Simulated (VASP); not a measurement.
The system is Sn2GeO3.

```xyz
12
Lattice="3.7917 0.0000 0.0000 0.0000 3.7917 0.0000 0.0000 0.0000 14.7027" Properties=species:S:1:pos:R:3 pbc="T T T"
Sn    0.0000    1.8959    1.1880
Sn    0.0000    1.8959    5.9949
Sn    1.8959    0.0000   13.5147
Sn    1.8959    0.0000    8.7078
Ge    0.0000    1.8959   10.8728
Ge    1.8959    0.0000    3.8299
O     0.0000    0.0000    9.8920
O     0.0000    0.0000    0.0000
O     0.0000    0.0000    4.8107
O     1.8959    1.8959    9.8920
O     1.8959    1.8959    0.0000
O     1.8959    1.8959    4.8107
```

Base run:

| Quantity | Value |
| --- | --- |
| Program | VASP 6.6.1 |
| Functional | LDA |
| Potentials or basis | VASP PAW LDA potentials, release 64 (Sn_d, Ge_d, O) |
| Cutoff | 520 eV |
| k mesh | 8 × 8 × 2 |
| Occupations | gaussian, width 0.02 eV |
| Spin | no spin polarisation |

Its results: band gap on the k mesh 0.84 eV (least direct gap 1.42 eV); pressure -6.3 GPa; largest force 0.524 eV/Å.

Question: The run is repeated on the same cell with these changes: functional from LDA to PBE; potentials or basis from VASP PAW LDA potentials, release 64 (Sn_d, Ge_d, O) to VASP PAW PBE potentials, release 64 (Sn_d, Ge_d, O). What comes out?

Answer: Band gap on the k mesh 0.84 eV (least direct gap 1.50 eV); pressure 0.2 GPa; largest force 0.086 eV/Å.

Caveats: spin-orbit coupling is left out, which moves the levels of the heavy elements; the cell stands under tension (at least some runs).

A k mesh can miss the band edges.
